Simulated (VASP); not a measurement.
# C (Fmmm) in VASP: settings compared, part 2 of 2

VASP 6.6.1. Earlier steps stand in the parts before.

## Step 5: Relaxation of cell and atoms, PBEsol+D3(BJ)

This run uses another cell than the first one, of 8.74 Å³/atom, 1.006 times its volume.

The input, INCAR:

```
PREC = Accurate
ENCUT = 600
EDIFF = 1E-6
ISMEAR = 0
SIGMA = 0.15
LREAL = False
LASPH = True
NELM = 100
ALGO = Normal
ISIF = 3
LWAVE = False
LCHARG = False
GGA = PS
IVDW = 12
IBRION = 2
NSW = 80
EDIFFG = -0.01
```

The input, KPOINTS:

```
Automatic mesh
0
Gamma
  15 15 15
```

The input, POSCAR:

```
C
1.0
    0.0000000000      2.1270000000      3.3480000000
    1.2280000000      0.0000000000      3.3480000000
    1.2280000000      2.1270000000      0.0000000000
C
2
Direct
    0.1666666667      0.8333333333      0.1666666667
    0.8333333333      0.1666666667      0.8333333333
```

Potentials or basis: VASP PAW PBE potentials, release 64 (C).

Started as:

```sh
cat potpaw_PBE.64/C/POTCAR > POTCAR
mpirun -np 1 vasp_std > vasp.out
```

OUTCAR:

```text
PREC = Accurate
   ENCUT = 600
   EDIFF = 1E-6
   ISMEAR = 0
   LREAL = False
   LASPH = True
   NELM = 100
   ISIF = 3
   GGA = PS
   IVDW = 12
   IBRION = 2
   NSW = 80
   EDIFFG = -0.01
 IVDW          = 12

 ion  position               nearest neighbor table
   1  0.167  0.833  0.167-   2 1.42   2 1.42   2 1.42
   2  0.833  0.167  0.833-   1 1.42   1 1.42   1 1.42

  LATTYP: Found a face centered orthorhombic cell.
 ALAT       =     2.4560000000
 B/A-ratio  =     1.7320846906
 C/A-ratio  =     2.7263843648

  Lattice vectors:

 A1 = (   0.0000000000,   2.1270000000,   3.3480000000)
 A2 = (   1.2280000000,   0.0000000000,   3.3480000000)
 A3 = (   1.2280000000,   2.1270000000,   0.0000000000)

Analysis of symmetry for initial positions (statically):
[... 375 lines left out ...]

 number of electron       8.0000000 magnetization

 Free energy of the ion-electron system (eV)
  ---------------------------------------------------
  ext. energy  EPLUGINS =         0.00000000
  ---------------------------------------------------
  free energy    TOTEN  =       -19.28192198 eV

  energy without entropy =      -19.28155019  energy(sigma->0) =      -19.28173609

 E-fermi :   4.8128     XC(G=0): -10.6986

 val. band max:        4.7875247261   @ k =  -0.2667   0.0667   0.3333
 cond. band min:       4.8913611406   @ k =  -0.2000   0.1333   0.3333
 fundamental gap:      0.1038364145
 Fermi energy:         4.8127554917

 k-point     1 :       0.0000    0.0000    0.0000
  band No.  band energies     occupation
      1     -14.8772      2.00000
      2      -1.6700      2.00000
      3       1.8529      2.00000
      4       1.8742      2.00000
      5       9.0099      0.00000
      6      13.1763      0.00000
      7      13.2538      0.00000
      8      16.3101      0.00000
[... 243 lines left out ...]
 k-point    24 :       0.2000    0.1333    0.0000
  band No.  band energies     occupation
      1     -14.6863      2.00000
      2      -2.2025      2.00000
      3       1.4381      2.00000
      4       1.6326      2.00000
      5      10.5094      0.00000
      6      13.2661      0.00000
      7      13.6512      0.00000
      8      15.9688      0.00000

 [... further k-points ...]

------------------------ aborting loop because EDIFF is reached ----------------------------------------

 Edisp (eV)   -0.22483

 E8    (eV) :    -0.1093
[... 25 lines left out ...]
  FREE ENERGIE OF THE ION-ELECTRON SYSTEM (eV)
  ---------------------------------------------------
  free  energy   TOTEN  =       -19.5067485246 eV

  energy  without entropy=      -19.5063767367  energy(sigma->0) =      -19.50656263

 reached required accuracy - stopping structural energy minimisation
```

OSZICAR:

```text
N       E                     dE             d eps       ncg     rms          rms(c)
DAV:   1     0.199479359710E+01    0.19948E+01   -0.47212E+03  8288   0.101E+03
DAV:   2    -0.202236631584E+02   -0.22218E+02   -0.20993E+02 12640   0.122E+02
DAV:   3    -0.204867210204E+02   -0.26306E+00   -0.26291E+00  9808   0.158E+01
[... 100 lines left out ...]
  16 F= -.19506744E+02 E0= -.19506559E+02  d E =0.160198E-05
       N       E                     dE             d eps       ncg     rms          rms(c)
DAV:   1    -0.192819237890E+02   -0.46364E-05   -0.22373E-04 11320   0.139E-01    0.771E-03
DAV:   2    -0.192819225203E+02    0.12687E-05   -0.31114E-06  9688   0.192E-02    0.418E-03
DAV:   3    -0.192819219804E+02    0.53994E-06   -0.17330E-06  7736   0.129E-02
  17 F= -.19506749E+02 E0= -.19506563E+02  d E =-.277648E-05
```

CONTCAR:

```text
C
   1.00000000000000
     0.0000000000000000    2.1289012812890022    3.2890753789921763
     1.2300142515009811    0.0000000000000000    3.2890753789921763
     1.2300142515009811    2.1289012812890022    0.0000000000000000
  C
     2
Direct
     0.1666952754930369    0.8333047245069632    0.1666952754930369
     0.8333047245069632    0.1666952754930369    0.8333047245069632

  0.00000000E+00  0.00000000E+00  0.00000000E+00
  0.00000000E+00  0.00000000E+00  0.00000000E+00
```

Run time: 6.6 min. Hardware: 1 thread of Intel Xeon 6975P-C, shared host; peak memory 0.21 GiB.

What came out:

* Free energy: -19.5067 eV
* Relaxed volume: 8.61 Å³/atom
* Relaxed cell: a = 3.918 Å, b = 3.512 Å, c = 2.459 Å, α = 79.91°, β = 61.93°, γ = 38.16°
* Space group after relaxing (to 0.05 Å): Fmmm (No. 69)
* Energy gained by relaxing: 0.4 meV/atom
* Ionic steps: 17
* Pressure after relaxing: 0.0 GPa
* Band gap on the k mesh: 0.10 eV, indirect (the least direct gap lies 4.7 meV higher)
* Dispersion energy per atom: -0.112 eV

Step by step:
```csv
step,energy change (eV),largest force (eV/Å),pressure (GPa),volume (Å³)
1,0.0000,0.0046,0.97,17.49
2,0.0012,0.0024,-3.01,17.62
3,-0.0003,0.0022,-0.29,17.53
4,-0.0004,0.0022,-0.20,17.50
5,-0.0005,0.0115,-0.13,17.46
6,-0.0005,0.0079,-0.15,17.44
7,-0.0006,0.0036,-0.03,17.39
8,-0.0007,0.0057,-0.06,17.38
9,-0.0007,0.0095,-0.02,17.37
10,-0.0007,0.0074,-0.07,17.38
11,-0.0007,0.0097,-0.02,17.35
12,-0.0007,0.0142,0.03,17.31
13,-0.0008,0.0231,0.02,17.23
14,-0.0008,0.0265,0.02,17.22
15,-0.0008,0.0120,0.02,17.23
16,-0.0008,0.0182,0.02,17.23
17,-0.0008,0.0010,0.02,17.23
```

Final structure:
```
CELL_PARAMETERS angstrom
0.00000 2.12890 3.28908
1.23001 0.00000 3.28908
1.23001 2.12890 0.00000
ATOMIC_POSITIONS crystal
C 0.16670 0.83330 0.16670
C 0.83330 0.16670 0.83330
```

Caveat: the PAW data sets were made with another functional, which shifts forces and pressure a little.

## Step 6: The runs side by side

| task | level | cell | cutoff (eV) | gap on the mesh (eV) | pressure (GPa) |
| --- | --- | --- | --- | --- | --- |
| single point | PBEsol+D3(BJ) | a = 3.944, b = 3.541, c = 2.458 Å, angles 80.0, 62.1, 37.9°, 2 atoms | 520 | 0.10 | 0.7 |
| single point | BLYP+D3(BJ) | a = 3.927, b = 3.517, c = 2.469 Å, angles 79.9, 61.9, 38.3°, 2 atoms | 520 | 0.10 | 0.3 |
| single point | PBEsol | a = 4.225, b = 3.851, c = 2.459 Å, angles 80.8, 64.1, 35.1°, 2 atoms | 520 | 0.06 | 0.6 |
| relaxation of cell and atoms | PBEsol+D3(BJ) | relaxed from a = 3.967, b = 3.566, c = 2.456 Å, angles 80.1, 62.3, 37.6°, 2 atoms | 600 | 0.10 | 0.0 |

Alike in all rows: potentials or basis VASP PAW PBE potentials, release 64 (C); no spin polarisation; k mesh 15 × 15 × 15; smearing gaussian 0.15 eV.

Caveats: the PAW data sets were made with another functional, which shifts forces and pressure a little.

Total energies depend on the potentials used, so only differences within one code and one set of settings carry meaning.
